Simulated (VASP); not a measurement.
# PPb2 (P4/nmm) in VASP: a series of runs, part 2 of 2

VASP 6.6.1.

## Step 4: Relaxation of cell and atoms, PBE

Contents of INCAR:

```
SYSTEM = PPb2
PREC     = Accurate       ! precision mode
ENCUT    = 600            ! plane-wave cutoff, eV
EDIFF    = 1E-6           ! SCF threshold, eV
ISMEAR   = 0              ! smearing method
SIGMA    = 0.1            ! smearing width, eV
LREAL    = .FALSE.        ! projectors in reciprocal space
LASPH    = .TRUE.         ! aspherical terms in the spheres
NELM     = 100            ! most SCF steps
ALGO     = Normal         ! electronic algorithm
ISIF     = 3              ! what is computed and relaxed
LWAVE    = .FALSE.        ! write WAVECAR
LCHARG   = .FALSE.        ! write CHGCAR
GGA      = PE             ! functional
IBRION   = 2              ! ionic algorithm
NSW      = 90             ! ionic steps
EDIFFG   = -0.04          ! ionic threshold
```

Contents of KPOINTS:

```
Automatic mesh
0
G
  4 4 4
  0 0 0
```

Contents of POSCAR:

```
PPb2
1.0
    4.5429949100      0.0000000000      0.0000000000
    0.0000000000      4.5429949100      0.0000000000
    0.0000000000      0.0000000000      6.9317088300
P Pb
2 4
Direct
    0.0000000000      0.5000000000      0.6999999900
    0.5000000000      0.0000000000      0.3000000100
    0.0000000000      0.0000000000      0.0000000000
    0.5000000000      0.5000000000      0.0000000000
    0.0000000000      0.5000000000      0.2700000100
    0.5000000000      0.0000000000      0.7299999900
```

Potentials or basis: VASP PAW PBE potentials, release 64 (P, Pb_d).

On the command line:

```console
> cat potpaw_PBE.64/P/POTCAR potpaw_PBE.64/Pb_d/POTCAR > POTCAR
> mpirun -np 1 vasp_std > vasp.out
```

OUTCAR:

```text
SYSTEM = PPb2
   PREC = Accurate
   ENCUT = 600
   EDIFF = 1E-6
   ISMEAR = 0
   LREAL = .FALSE.
   LASPH = .TRUE.
   NELM = 100
   ISIF = 3
   GGA = PE
   IBRION = 2
   NSW = 90
   EDIFFG = -0.04

 ion  position               nearest neighbor table
   1  0.000  0.500  0.700-   5 2.98   4 3.08   3 3.08   3 3.08   4 3.08   6 3.22   6 3.22   6 3.22
                             6 3.22
   2  0.500  0.000  0.300-   6 2.98   4 3.08   3 3.08   4 3.08   3 3.08   5 3.22   5 3.22   5 3.22
                             5 3.22
   3  0.000  0.000  0.000-   5 2.94   6 2.94   5 2.94   6 2.94   1 3.08   1 3.08   2 3.08   2 3.08
                             4 3.21   4 3.21   4 3.21   4 3.21
   4  0.500  0.500  0.000-   5 2.94   6 2.94   6 2.94   5 2.94   2 3.08   1 3.08   1 3.08   2 3.08
                             3 3.21   3 3.21   3 3.21   3 3.21
   5  0.000  0.500  0.270-   3 2.94   4 2.94   3 2.94   4 2.94   1 2.98   2 3.22   2 3.22   2 3.22
                             2 3.22
   6  0.500  0.000  0.730-   3 2.94   4 2.94   4 2.94   3 2.94   2 2.98   1 3.22   1 3.22   1 3.22
                             1 3.22

  LATTYP: Found a simple tetragonal cell.
 ALAT       =     4.5429949100
 C/A-ratio  =     1.5258015840

  Lattice vectors:

 A1 = (   4.5429949100,   0.0000000000,   0.0000000000)
 A2 = (   0.0000000000,   4.5429949100,   0.0000000000)
 A3 = (   0.0000000000,   0.0000000000,   6.9317088300)

Analysis of symmetry for initial positions (statically):
=====================================================================
 Subroutine PRICEL returns:
 Original cell was already a primitive cell.

 Routine SETGRP: Setting up the symmetry group for a
 simple tetragonal supercell.

 Subroutine GETGRP returns: Found 16 space group operations
 (whereof  8 operations were pure point group operations)
 out of a pool of 16 trial point group operations.

The static configuration has the point symmetry D_2d.
 The point group associated with its full space group is D_4h.

Analysis of symmetry for dynamics (positions and initial velocities):
=====================================================================
 Subroutine PRICEL returns:
 Original cell was already a primitive cell.

 Routine SETGRP: Setting up the symmetry group for a
[... 125 lines left out ...]
   IALGO  =     38    algorithm
   IMIX   =      4    mixing-type and parameters
     AMIX     =   0.40;   BMIX     =  1.00
     AMIX_MAG =   1.60;   BMIX_MAG =  1.00
  volume/ion in A,a.u.               =      23.84       160.91
  Fermi-wavevector in a.u.,A,eV,Ry     =   1.264973  2.390452 21.771448  1.600156
  Thomas-Fermi vector in A             =   2.398250
   LORBIT       =      0    0 simple, 1 ext, 2 COOP (PROOUT), +10 PAW based schemes
   GGA     = PE    functional components
   LHFCALC =     F    Hartree Fock is set to
   AEXX    =    0.0000 exact exchange contribution
   IVDW    =     0    specifies the selected vdW correction
   LEPSILON=     F    determine dielectric tensor
   LRPA    =     F    only Hartree local field effects (RPA)
 conjugate gradient relaxation of ions
 non-spin polarized calculation
 Gauss-broadening in eV      SIGMA  =   0.10
  energy-cutoff  :      600.00
  volume of cell :      143.06
 maximum number of plane-waves:      4824
   NGX = 19   NGY = 19   NGZ = 27

--------------------------------------- Ionic step        1  -------------------------------------------

 number of electron      66.0000010 magnetization

 Free energy of the ion-electron system (eV)
  ---------------------------------------------------
  ext. energy  EPLUGINS =         0.00000000
  ---------------------------------------------------
  free energy    TOTEN  =       -20.44737923 eV

  energy without entropy =      -20.41780037  energy(sigma->0) =      -20.43258980

------------------------ aborting loop because EDIFF is reached ----------------------------------------

  FORCE on cell =-STRESS in cart. coord.  units (eV):
  Direction    XX          YY          ZZ          XY          YZ          ZX
  --------------------------------------------------------------------------------------
  -------------------------------------------------------------------------------------
  Total       15.5992403     15.5992403     12.3818667      0.0000000      0.0000000      0.0000000
  in kB      174.6985166    174.6985166    138.6666089      0.0000000      0.0000000      0.0000000
  external PRESSURE =     162.6878807 kB  Pullay stress =       0.0000000 kB
[... 1630 lines left out ...]
     38      11.7752      0.00000
     39      11.7752      0.00000

[... ionic steps 4 to 22 ...]

--------------------------------------- Ionic step       23  -------------------------------------------

 number of electron      65.9999998 magnetization

------------------------ aborting loop because EDIFF is reached ----------------------------------------
[... 75 lines left out ...]
--------------------------------------- Ionic step       25  -------------------------------------------

 number of electron      66.0000017 magnetization

 Free energy of the ion-electron system (eV)
  ---------------------------------------------------
  ext. energy  EPLUGINS =         0.00000000
  ---------------------------------------------------
  free energy    TOTEN  =       -23.94006658 eV

  energy without entropy =      -23.92255041  energy(sigma->0) =      -23.93130849

 E-fermi :   6.5852     XC(G=0):  -9.9493

 val. band max:        6.5697078687   @ k =   0.2500   0.2500   0.0000
 cond. band min:       6.6281013659   @ k =   0.0000   0.0000   0.2500
 fundamental gap:      0.0583934972
 Fermi energy:         6.5851692365
[... 787 lines left out ...]
  FREE ENERGIE OF THE ION-ELECTRON SYSTEM (eV)
  ---------------------------------------------------
  free  energy   TOTEN  =       -23.9400665753 eV

  energy  without entropy=      -23.9225504101  energy(sigma->0) =      -23.93130849

 reached required accuracy - stopping structural energy minimisation
```

OSZICAR:

```text
N       E                     dE             d eps       ncg     rms          rms(c)
DAV:   1     0.834275935427E+03    0.83428E+03   -0.34140E+04  1404   0.221E+03
[... 250 lines left out ...]
       N       E                     dE             d eps       ncg     rms          rms(c)
DAV:   1    -0.239402550481E+02   -0.25065E-03   -0.11092E-01  1664   0.172E+00    0.121E-01
DAV:   2    -0.239402500891E+02    0.49591E-05   -0.54647E-03  2157   0.667E-01    0.700E-02
DAV:   3    -0.239400754773E+02    0.17461E-03   -0.41957E-04  1999   0.196E-01    0.229E-02
DAV:   4    -0.239400647977E+02    0.10680E-04   -0.99285E-05  1918   0.121E-01    0.759E-03
DAV:   5    -0.239400660439E+02   -0.12461E-05   -0.15966E-05  1575   0.416E-02    0.384E-03
DAV:   6    -0.239400665753E+02   -0.53146E-06   -0.13998E-06   836   0.133E-02
  25 F= -.23940067E+02 E0= -.23931308E+02  d E =-.149492E-01
```

CONTCAR:

```text
PPb2
   1.00000000000000
     4.5238403774456151    0.0000000000000000    0.0000000000000000
     0.0000000000000000    4.5238403774456151   -0.0000000000000000
     0.0000000000000000   -0.0000000000000000    8.1007103536790979
  P               Pb
     2     4
Direct
     0.0000000000000000    0.5000000000000000    0.7189691014908547
     0.5000000000000000    0.0000000000000000    0.2810308985091453
     1.0000000000000000    0.0000000000000000    0.0000000000000000
     0.5000000000000000    0.5000000000000000    0.0000000000000000
     0.0000000000000000    0.5000000000000000    0.3640130506719133
     0.5000000000000000    0.0000000000000000    0.6359869493280869

  0.00000000E+00  0.00000000E+00  0.00000000E+00
  0.00000000E+00  0.00000000E+00  0.00000000E+00
  0.00000000E+00  0.00000000E+00  0.00000000E+00
  0.00000000E+00  0.00000000E+00  0.00000000E+00
  0.00000000E+00  0.00000000E+00  0.00000000E+00
  0.00000000E+00  0.00000000E+00  0.00000000E+00
```

It took 21 min on 1 thread of Intel Xeon Platinum 8488C (Sapphire Rapids), shared host; peak memory 0.32 GiB.

Results:

| Item | Value |
| --- | --- |
| Free energy | -23.9401 eV |
| Relaxed volume | 27.63 Å³/atom |
| Relaxed cell | a = 4.524 Å, b = 4.524 Å, c = 8.101 Å, α = 90.00°, β = 90.00°, γ = 90.00° |
| Space group after relaxing (to 0.1 Å) | P4/nmm (No. 129) |
| Energy gained by relaxing | 582.1 meV/atom |
| Ionic steps | 25 |
| Pressure after relaxing | -0.1 GPa |
| Largest force after relaxing | 0.036 eV/Å |
| Band gap on the k mesh | zero (bands 33 and 34 overlap by 2.19 eV) |

Forces in eV/Å, atoms in the order of the input:
```
P    0.000  0.000 -0.014
P    0.000  0.000  0.014
Pb   0.000  0.000  0.000
Pb   0.000  0.000  0.000
Pb   0.000  0.000 -0.036
Pb   0.000  0.000  0.036
```

Step by step:
```
step  energy change (eV)  largest force (eV/Å)  pressure (GPa)  volume (Å³)
   1              0.0000                4.1253           16.27       143.06
   2             -1.8868                1.2020           -4.70       199.24
   3             -2.1020                1.6834           -1.79       181.27
   4             -2.4197                1.3576           -1.19       176.58
   5             -2.6750                1.0946            2.59       163.65
   6             -2.7254                0.5512            0.76       168.30
   7             -2.7332                0.6536            1.13       167.13
   8             -2.8750                0.5456            0.00       171.36
   9             -3.0911                0.1424           -3.09       184.18
  10             -3.1305                0.1038           -3.09       183.78
  11             -3.2010                0.1521           -3.03       182.64
  12             -3.1975                0.4142           -2.55       179.99
  13             -3.2196                0.3332           -2.82       181.39
  14             -3.2853                0.3449           -2.05       177.46
  15             -3.3565                0.3647           -0.18       169.52
  16             -3.3592                0.3688            0.36       167.51
  17             -3.3795                0.3606            0.39       166.99
  18             -3.4287                0.3084            0.54       165.39
  19             -3.4572                0.1613            1.18       162.04
  20             -3.4608                0.1990            0.97       162.94
  21             -3.4777                0.1238           -0.30       166.74
  22             -3.4777                0.1247           -0.28       166.69
  23             -3.4848                0.0934           -0.23       166.45
  24             -3.4926                0.0408           -0.08       165.84
  25             -3.4927                0.0363           -0.05       165.78
```

Final structure:
```
P Pb
1.0
     4.52384    0.00000    0.00000
     0.00000    4.52384    0.00000
     0.00000    0.00000    8.10071
P Pb
2 4
Direct
  0.00000 0.50000 0.71897
  0.50000 0.00000 0.28103
  0.00000 0.00000 0.00000
  0.50000 0.50000 0.00000
  0.00000 0.50000 0.36401
  0.50000 0.00000 0.63599
```

Caveat: the volume moved by over 15 % at a fixed basis, so the end points are rough; spin-orbit coupling is left out, which moves the levels of the heavy elements.

## Step 5: The runs side by side

| task | cell | cutoff (eV) | gap on the mesh (eV) | pressure (GPa) | largest force (eV/Å) |
| --- | --- | --- | --- | --- | --- |
| single point | a = 4.543, b = 4.543, c = 6.932 Å, 6 atoms, atomic positions A | 520 | none | 16.2 | 4.13 |
| single point | a = 4.514, b = 4.514, c = 8.116 Å, 6 atoms, atomic positions B | 520 | none | 0.0 | 0.01 |
| relaxation of cell and atoms | relaxed from a = 4.543, b = 4.543, c = 6.932 Å, 6 atoms, atomic positions A | 600 | none | -0.1 | 0.04 |

Alike in all rows: level PBE; potentials or basis VASP PAW PBE potentials, release 64 (P, Pb_d); no spin polarisation; k mesh 4 × 4 × 4; smearing gaussian 0.1 eV.

Caveats: spin-orbit coupling is left out, which moves the levels of the heavy elements; the cell stands under pressure (at least some runs); forces of over 1 eV/Å act on the atoms, so gaps and moduli don't describe the material at rest (at least some runs); the volume moved by over 15 % at a fixed basis, so the end points are rough (at least some runs).

Absolute energies hang on the potentials; compare differences alone.

The gap in the log of VASP goes by the Fermi energy; the results here count the filled bands.